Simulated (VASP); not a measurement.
A run of VASP 6.6.1:

INCAR

```
SYSTEM = LuSi2Ge3
PREC = Accurate ; ENCUT = 520
EDIFF = 1E-6 ; ISMEAR = 0
SIGMA = 0.1 ; LREAL = .FALSE.
LASPH = .TRUE. ; NELM = 60
ALGO = Normal ; ISIF = 2
LWAVE = .FALSE. ; LCHARG = .FALSE.
GGA = PE ; NBANDS = 46
```

File KPOINTS:

```
Automatic mesh
0
G
  3 3 3
  0 0 0
```

POSCAR

```
LuSi2Ge3
1.0
    3.4729234610      2.0050932951      3.0353680157
   -3.4729234610      2.0050932951      3.0353680157
    0.0000000000     -4.0101865901      3.0353680157
Lu Si Ge
1 2 3
Direct
    0.5000000000      0.5000000000      0.5000000000
    0.8126282550      0.8126282550      0.8126282550
    0.1873717450      0.1873717450      0.1873717450
    0.2914273235      0.7085726765      0.0000000000
    0.0000000000      0.2914273235      0.7085726765
    0.7085726765      0.0000000000      0.2914273235
```

Potentials or basis: VASP PAW PBE potentials, release 64 (Lu, Si, Ge_d).

Command:

```bash
$ cat potpaw_PBE.64/Lu/POTCAR potpaw_PBE.64/Si/POTCAR potpaw_PBE.64/Ge_d/POTCAR > POTCAR
$ mpirun -np 1 vasp_std > vasp.out
```

Hardware: 1 thread of Intel(R) Xeon(R) 6975P-C (Granite Rapids) (shared host).

How long does it take, and how much memory?

Run time: 24 s on 1 thread of Intel(R) Xeon(R) 6975P-C (Granite Rapids), on a shared host, peak memory 0.26 GiB. Counts: scf iterations 13, k points 6.
